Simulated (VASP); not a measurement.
# Sn3Se (Pm-3m) in VASP: notebook

Sn3Se is run at these levels: PBEsol; tasks: relaxation of cell and atoms.

Everything below comes from runs of VASP 6.6.1. Logs are shortened: lines on timing, memory, paths and dates and some standing lists are left out, and cuts for length are marked.

### Step 1. The cell of the first run

It takes space group Pm-3m (No. 221, cubic). Conventional cell: a = 4.742 Å, b = 4.742 Å, c = 4.742 Å, α = 90.00°, β = 90.00°, γ = 90.00°. Within 4.4 Å of Sn (site symmetry 4/mmm) lie 8 Sn at 3.35 Å and 4 Se at 3.35 Å. Within 4.4 Å of Se (site symmetry m-3m) lie 12 Sn at 3.35 Å.

### Step 2. Relaxation of cell and atoms, PBEsol, target pressure 20 GPa, at which the enthalpy is minimised

INCAR

```
PREC = Accurate ; ENCUT = 600
EDIFF = 1E-7 ; ISMEAR = -1
SIGMA = 0.05 ; LREAL = False
LASPH = True ; NELM = 80
ALGO = Normal ; ISIF = 3
LWAVE = False ; LCHARG = False
GGA = PS ; IBRION = 2
NSW = 80 ; EDIFFG = -0.02
PSTRESS = 200.0
```

KPOINTS

```
regular mesh
0
Gamma
  6 6 6
```

POSCAR

```
Sn3Se
1.0
    4.7418790000      0.0000000000      0.0000000000
    0.0000000000      4.7418790000      0.0000000000
    0.0000000000      0.0000000000      4.7418790000
Sn Se
3 1
Direct
    0.5000000000      0.5000000000      0.0000000000
    0.5000000000      0.0000000000      0.5000000000
    0.0000000000      0.5000000000      0.5000000000
    0.0000000000      0.0000000000      0.0000000000
```

Potentials or basis: VASP PAW PBE potentials, release 64 (Sn_d, Se).

Started as:

```bash
cat potpaw_PBE.64/Sn_d/POTCAR potpaw_PBE.64/Se/POTCAR > POTCAR
mpirun -np 1 vasp_std > vasp.out
```

OUTCAR:

```text
PREC = Accurate
   ENCUT = 600
   EDIFF = 1E-7
   ISMEAR = -1
   LREAL = False
   LASPH = True
   NELM = 80
   ISIF = 3
   GGA = PS
   IBRION = 2
   NSW = 80
   EDIFFG = -0.02
   PSTRESS = 200.0

 ion  position               nearest neighbor table
   1  0.500  0.500  0.000-   2 3.35   3 3.35   2 3.35   3 3.35   2 3.35   2 3.35   3 3.35   3 3.35

   2  0.500  0.000  0.500-   1 3.35   3 3.35   1 3.35   1 3.35   3 3.35   1 3.35   3 3.35   3 3.35

   3  0.000  0.500  0.500-   1 3.35   2 3.35   1 3.35   2 3.35   1 3.35   2 3.35   1 3.35   2 3.35

   4  0.000  0.000  0.000-

  LATTYP: Found a simple cubic cell.
 ALAT       =     4.7418790000

  Lattice vectors:

 A1 = (   4.7418790000,   0.0000000000,   0.0000000000)
 A2 = (   0.0000000000,   4.7418790000,   0.0000000000)
 A3 = (   0.0000000000,   0.0000000000,   4.7418790000)

Analysis of symmetry for initial positions (statically):
=====================================================================
 Subroutine PRICEL returns:
 Original cell was already a primitive cell.

 Routine SETGRP: Setting up the symmetry group for a
 simple cubic supercell.

 Subroutine GETGRP returns: Found 48 space group operations
 (whereof 48 operations were pure point group operations)
 out of a pool of 48 trial point group operations.

The static configuration has the point symmetry O_h .

Analysis of symmetry for dynamics (positions and initial velocities):
=====================================================================
 Subroutine PRICEL returns:
 Original cell was already a primitive cell.

 Routine SETGRP: Setting up the symmetry group for a
 simple cubic supercell.

 Subroutine GETGRP returns: Found 48 space group operations
 (whereof 48 operations were pure point group operations)
 out of a pool of 48 trial point group operations.

The dynamic configuration has the point symmetry O_h .

 Subroutine INISYM returns: Found 48 space group operations
 (whereof 48 operations are pure point group operations),
 and found     1 'primitive' translations

----------------------------------------------------------------------------------------

                                     Primitive cell

  volume of cell :     106.6231

  direct lattice vectors                    reciprocal lattice vectors
     4.741879000  0.000000000  0.000000000     0.210886866  0.000000000  0.000000000
     0.000000000  4.741879000  0.000000000     0.000000000  0.210886866  0.000000000
     0.000000000  0.000000000  4.741879000     0.000000000  0.000000000  0.210886866

  length of vectors
     4.741879000  4.741879000  4.741879000     0.210886866  0.210886866  0.210886866

  position of ions in fractional coordinates (direct lattice)
     0.500000000  0.500000000  0.000000000
     0.500000000  0.000000000  0.500000000
     0.000000000  0.500000000  0.500000000
     0.000000000  0.000000000  0.000000000

  ion indices of the primitive-cell ions
   primitive index   ion index
                 1           1
                 2           2
                 3           3
                 4           4

----------------------------------------------------------------------------------------

 KPOINTS: regular mesh

Automatic generation of k-mesh.
 Grid dimensions read from file:
 generate k-points for:    6    6    6

 Generating k-lattice:

  Cartesian coordinates                     Fractional coordinates (reciprocal lattice)
     0.035147811  0.000000000  0.000000000     0.166666667  0.000000000  0.000000000
     0.000000000  0.035147811  0.000000000     0.000000000  0.166666667  0.000000000
     0.000000000  0.000000000  0.035147811     0.000000000  0.000000000  0.166666667

  Length of vectors
     0.035147811  0.035147811  0.035147811

  Shift w.r.t. Gamma in fractional coordinates (k-lattice)
     0.000000000  0.000000000  0.000000000

 Subroutine IBZKPT returns following result:
 ===========================================

 Found     20 irreducible k-points:

 Following reciprocal coordinates:
            Coordinates               Weight
  0.000000  0.000000  0.000000      1.000000
  0.166667  0.000000  0.000000      6.000000
  0.333333  0.000000  0.000000      6.000000
  0.500000  0.000000  0.000000      3.000000
  0.166667  0.166667  0.000000     12.000000
  0.333333  0.166667  0.000000     24.000000
[... 12 lines left out ...]
  0.500000  0.500000  0.333333      6.000000
  0.500000  0.500000  0.500000      1.000000
   k-points           NKPTS =     20   k-points in BZ     NKDIM =     20   number of bands    NBANDS=     28
   number of dos      NEDOS =    301   number of ions     NIONS =      4
   total plane-waves  NPLWV =  64000
   dimension x,y,z NGX =    40 NGY =   40 NGZ =   40
   dimension x,y,z NGXF=    80 NGYF=   80 NGZF=   80
   ions per type =               3   1
   NGX,Y,Z   is equivalent  to a cutoff of  14.02, 14.02, 14.02 a.u.
   NGXF,Y,Z  is equivalent  to a cutoff of  28.05, 28.05, 28.05 a.u.
 SYSTEM =  unknown system
   PREC   = accura    normal or accurate (medium, high low for compatibility)
   ISTART =      0    job   : 0-new  1-cont  2-samecut
   ICHARG =      2    charge: 1-file 2-atom 10-const
   ISPIN  =      1    spin polarized calculation?
   LNONCOLLINEAR =      F non collinear calculations
   LSORBIT =      F    spin-orbit coupling
   LASPH  =      T    aspherical Exc in radial PAW
   ENCUT  =  600.0 eV  44.10 Ry    6.64 a.u.   9.47  9.47  9.47*2*pi/ulx,y,z
   NELM   =     80;   NELMIN=  2; NELMDL= -5     # of ELM steps
   EDIFF  = 0.1E-06   stopping-criterion for ELM
   LREAL  =      F    real-space projection
   EDIFFG = -.2E-01   stopping-criterion for IOM
   NSW    =     80    number of steps for IOM
   IBRION =      2    ionic relax: 0-MD 1-quasi-New 2-CG
   NFREE  =      1    steps in history (QN), initial steepest desc. (CG)
   ISIF   =      3    stress and relaxation
   ISYM   =      2    0-nonsym 1-usesym 2-fastsym
   POTIM  = 0.5000    time-step for ionic-motion
   TEBEG  =    0.0;   TEEND  =   0.0 temperature during run
   PSTRESS=  200.0 pullay stress
   NELECT =      48.0000    total number of electrons
   NUPDOWN=      -1.0000    fix difference up-down
   EMIN   =  10.00;   EMAX   =-10.00  energy-range for DOS
   EFERMI =   0.00;   METHOD = LEGACY
   ISMEAR =    -1;   SIGMA  =   0.05  broadening in eV -4-tet -1-fermi 0-gaus
   EFERMI_NEDOS =   21; number of points for ismear=-14 and -15
   IALGO  =     38    algorithm
   IMIX   =      4    mixing-type and parameters
     AMIX     =   0.40;   BMIX     =  1.00
     AMIX_MAG =   1.60;   BMIX_MAG =  1.00
  volume/ion in A,a.u.               =      26.66       179.88
  Fermi-wavevector in a.u.,A,eV,Ry     =   1.254695  2.371029 21.419096  1.574259
  Thomas-Fermi vector in A             =   2.388487
   LORBIT       =      0    0 simple, 1 ext, 2 COOP (PROOUT), +10 PAW based schemes
   GGA     = PS    functional components
   LHFCALC =     F    Hartree Fock is set to
   AEXX    =    0.0000 exact exchange contribution
   IVDW    =     0    specifies the selected vdW correction
   LEPSILON=     F    determine dielectric tensor
   LRPA    =     F    only Hartree local field effects (RPA)
 conjugate gradient relaxation of ions
 non-spin polarized calculation
  energy-cutoff  :      600.00
  volume of cell :      106.62
 maximum number of plane-waves:      3596
 NGX is ok and might be reduce to    40
   NGX = 19   NGY = 19   NGZ = 19

--------------------------------------- Ionic step        1  -------------------------------------------

 number of electron      48.0000016 magnetization

 Free energy of the ion-electron system (eV)
  ---------------------------------------------------
  ext. energy  EPLUGINS =         0.00000000
  ---------------------------------------------------
  free energy    TOTEN  =       -16.53350587 eV

  energy without entropy =      -16.51306296  energy(sigma->0) =      -16.52328442

 E-fermi :   7.0695     XC(G=0): -10.3151

 val. band max:        7.0443637916   @ k =   0.0000   0.0000   0.0000
 cond. band min:       7.1085249292   @ k =   0.3333   0.3333   0.3333
 fundamental gap:      0.0641611376
 Fermi energy:         7.0694931211

 k-point     1 :       0.0000    0.0000    0.0000
  band No.  band energies     occupation
      1     -14.5949      2.00000
      2     -14.5949      2.00000
      3     -14.5949      2.00000
      4     -14.5724      2.00000
      5     -14.5724      2.00000
      6     -14.5421      2.00000
[... 20 lines left out ...]
     27       9.3545      0.00000
     28       9.3545      0.00000
[... 729 lines left out ...]
 POSITION                                       TOTAL-FORCE (eV/Angst)
 -----------------------------------------------------------------------------------
      2.16819      2.16819     -0.00000         0.000000      0.000000      0.000000
      2.16819     -0.00000      2.16819        -0.000000     -0.000000      0.000000
      0.00000      2.16819      2.16819        -0.000000     -0.000000      0.000000
      0.00000      0.00000      0.00000         0.000000      0.000000      0.000000
 -----------------------------------------------------------------------------------
    total drift:                               -0.000000     -0.000000     -0.000000

  FREE ENERGIE OF THE ION-ELECTRON SYSTEM (eV)
  ---------------------------------------------------
  free  energy   TOTEN  =       -15.6380359589 eV

  energy  without entropy=      -15.6184759255  energy(sigma->0) =      -15.62825594

  enthalpy is  TOTEN    =        -5.4591055143 eV   P V=       10.1789304445

--------------------------------------- Ionic step        5  -------------------------------------------

 number of electron      48.0000014 magnetization

 Free energy of the ion-electron system (eV)
  ---------------------------------------------------
  ext. energy  EPLUGINS =         0.00000000
  ---------------------------------------------------
  free energy    TOTEN  =       -15.57268873 eV

  energy without entropy =      -15.55297934  energy(sigma->0) =      -15.56283404

 E-fermi :  10.5903     XC(G=0): -11.6484

 val. band max:       10.5841884178   @ k =   0.3333   0.0000   0.0000
 cond. band min:      10.6020795461   @ k =   0.5000   0.1667   0.0000
 fundamental gap:      0.0178911284
 Fermi energy:        10.5903475587

 k-point     1 :       0.0000    0.0000    0.0000
  band No.  band energies     occupation
      1     -11.2981      2.00000
      2     -11.2981      2.00000
      3     -11.2981      2.00000
      4     -11.2531      2.00000
      5     -11.1632      2.00000
      6     -11.1632      2.00000
[... 20 lines left out ...]
     27      13.4261      0.00000
     28      13.4261      0.00000
[... 600 lines left out ...]
 VOLUME and BASIS-vectors are now :
 -----------------------------------------------------------------------------
  energy-cutoff  :      600.00
  volume of cell :       81.01
      direct lattice vectors                 reciprocal lattice vectors
     4.326869427 -0.000000000 -0.000000000     0.231113977  0.000000000 -0.000000000
    -0.000000000  4.326869427 -0.000000000     0.000000000  0.231113977 -0.000000000
     0.000000000  0.000000000  4.326869427     0.000000000  0.000000000  0.231113977

 POSITION                                       TOTAL-FORCE (eV/Angst)
 -----------------------------------------------------------------------------------
      2.16343      2.16343     -0.00000         0.000000      0.000000      0.000000
      2.16343     -0.00000      2.16343        -0.000000     -0.000000      0.000000
      0.00000      2.16343      2.16343        -0.000000     -0.000000      0.000000
      0.00000      0.00000      0.00000         0.000000      0.000000      0.000000
 -----------------------------------------------------------------------------------
    total drift:                               -0.000000     -0.000000     -0.000000

  FREE ENERGIE OF THE ION-ELECTRON SYSTEM (eV)
  ---------------------------------------------------
  free  energy   TOTEN  =       -15.5726887330 eV

  energy  without entropy=      -15.5529793448  energy(sigma->0) =      -15.56283404

  enthalpy is  TOTEN    =        -5.4606020889 eV   P V=       10.1120866441

 reached required accuracy - stopping structural energy minimisation
```

It took 5.2 min on 1 thread of Intel Xeon 8259CL, shared host; peak memory 0.29 GiB.

Results:

* Free energy: -15.5727 eV
* Relaxed volume: 20.25 Å³/atom
* Relaxed cell: a = 4.327 Å, b = 4.327 Å, c = 4.327 Å, α = 90.00°, β = 90.00°, γ = 90.00°
* Space group after relaxing (to 0.1 Å): Pm-3m (No. 221)
* Energy change on relaxing (the run minimises the enthalpy): +240.2 meV/atom
* Ionic steps: 5
* Pressure after relaxing: 20.0 GPa
* Band gap on the k mesh: zero (bands 24 and 25 overlap by 3.75 eV)

Step by step:
| step | energy change (eV) | largest force (eV/Å) | pressure (GPa) | volume (Å³) |
| --- | --- | --- | --- | --- |
| 1 | 0.0000 | 0.0000 | -2.64 | 106.62 |
| 2 | 8.4050 | 0.0000 | 107.37 | 58.43 |
| 3 | 0.7697 | 0.0000 | 17.36 | 82.65 |
| 4 | 0.8955 | 0.0000 | 19.11 | 81.54 |
| 5 | 0.9608 | 0.0000 | 20.00 | 81.01 |

Final structure:
```xyz
4
Lattice="4.3269 0.0000 0.0000 0.0000 4.3269 0.0000 0.0000 0.0000 4.3269" Properties=species:S:1:pos:R:3 pbc="T T T"
Sn    2.1634    2.1634    0.0000
Sn    2.1634    0.0000    2.1634
Sn    0.0000    2.1634    2.1634
Se    0.0000    0.0000    0.0000
```

Caveat: the cell is relaxed towards a set pressure, so the run minimises the enthalpy, not the energy; the volume moved by over 15 % at a fixed basis, so the end points are rough; the PAW data sets were made with another functional, which shifts forces and pressure a little; spin-orbit coupling is left out, which moves the levels of the heavy elements.

### Step 3. Relaxation of cell and atoms, PBEsol, target pressure 30 GPa, at which the enthalpy is minimised

INCAR

```
PREC = Accurate
ENCUT = 600
EDIFF = 1E-6
ISMEAR = -1
SIGMA = 0.05
LREAL = False
LASPH = True
NELM = 60
ALGO = Normal
ISIF = 3
LWAVE = False
LCHARG = False
GGA = PS
IBRION = 2
NSW = 80
EDIFFG = -0.02
PSTRESS = 300.0
```

KPOINTS

```
Automatic mesh
0
Gamma
  6 6 6
```

POSCAR is that of step 2.

Potentials or basis: VASP PAW PBE potentials, release 64 (Sn_d, Se).

Started as:

```bash
cat potpaw_PBE.64/Sn_d/POTCAR potpaw_PBE.64/Se/POTCAR > POTCAR
mpirun -np 1 vasp_std > vasp.out
```

It took 5 min on 1 thread of Intel Xeon 8259CL, shared host; peak memory 0.29 GiB.

It converged, with:

```
Free energy                                                : -14.7786 eV
Relaxed volume                                             : 18.97 Å³/atom
Relaxed cell                                               : a = 4.234 Å, b = 4.234 Å, c = 4.234 Å, α = 90.00°, β = 90.00°, γ = 90.00°
Space group after relaxing (to 0.1 Å)                      : Pm-3m (No. 221)
Energy change on relaxing (the run minimises the enthalpy) : +438.7 meV/atom
Ionic steps                                                : 5
Pressure after relaxing                                    : 30.1 GPa
Band gap on the k mesh                                     : zero (bands 24 and 25 overlap by 4.21 eV)
```

Step by step:
```csv
step,energy change (eV),largest force (eV/Å),pressure (GPa),volume (Å³)
1,0.0000,0.0000,-2.63,106.62
2,28.1219,0.0000,351.60,42.88
3,1.0813,0.0000,21.62,80.08
4,1.3864,0.0000,25.56,78.00
5,1.7549,0.0000,30.15,75.88
```

Final structure:
```
CELL_PARAMETERS angstrom
4.23354 0.00000 0.00000
0.00000 4.23354 0.00000
0.00000 0.00000 4.23354
ATOMIC_POSITIONS crystal
Sn 0.50000 0.50000 0.00000
Sn 0.50000 0.00000 0.50000
Sn 0.00000 0.50000 0.50000
Se 0.00000 0.00000 0.00000
```

Levels at points of the mesh, in eV from the Fermi level:
```tsv
k point	band 20	band 21	band 22	band 23	band 24	band 25	band 26	band 27	band 28
(0.00, 0.00, 0.00)	-6.11	-4.43	-4.43	0.01	0.01	0.01	2.96	2.96	2.96
(0.50, 0.00, 0.00)	-4.51	-3.41	-2.70	-2.70	-2.47	-0.91	3.19	3.19	3.56
(0.50, 0.50, 0.00)	-3.46	-2.94	-1.70	-1.70	-0.30	-0.30	-0.11	0.00	4.75
(0.50, 0.50, 0.50)	-7.40	-7.40	-7.40	-6.68	3.30	3.30	3.30	8.27	8.27
```

Caveat: the cell is relaxed towards a set pressure, so the run minimises the enthalpy, not the energy; the volume moved by over 15 % at a fixed basis, so the end points are rough; the PAW data sets were made with another functional, which shifts forces and pressure a little; spin-orbit coupling is left out, which moves the levels of the heavy elements.

The gap in the log of VASP goes by the Fermi energy; the results here count the filled bands.